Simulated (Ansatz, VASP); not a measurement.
**LiH in VASP and in Ansatz**

```
Li H
1.0
     0.00000    2.03250    2.19510
     2.03250    0.00000    2.19510
     2.03250    2.03250    0.00000
Li H
1 1
Direct
  0.00000 0.00000 0.00000
  0.50000 0.50000 0.50000
```

Change from the starting cell: strain +0.000 along x and y, +0.080 along z, atoms carried along.

Alike in both runs: task single point; functional LDA; k mesh 10 × 10 × 10; occupations gaussian, width 0.05 eV; no spin polarisation.

```csv
,VASP,Ansatz
version,VASP 6.6.1,Ansatz 0.2.0
potentials or method,"VASP PAW LDA potentials, release 64 (Li_sv, H), cutoff 520 eV","scalar-relativistic, plane waves, PAW"
valence electrons in the cell,4,4
```

```csv
,VASP,Ansatz,Ansatz less VASP
gap on the k mesh at the Fermi level (eV),1.93,1.94,+0.007
least direct gap on the mesh (eV),2.52,2.53,+0.008
```

LDA's correlation is that of Perdew and Zunger in VASP and of Perdew and Wang (1992) in Ansatz.

Noted on VASP's run: the cutoff is short for stress, so the pressure is rough.
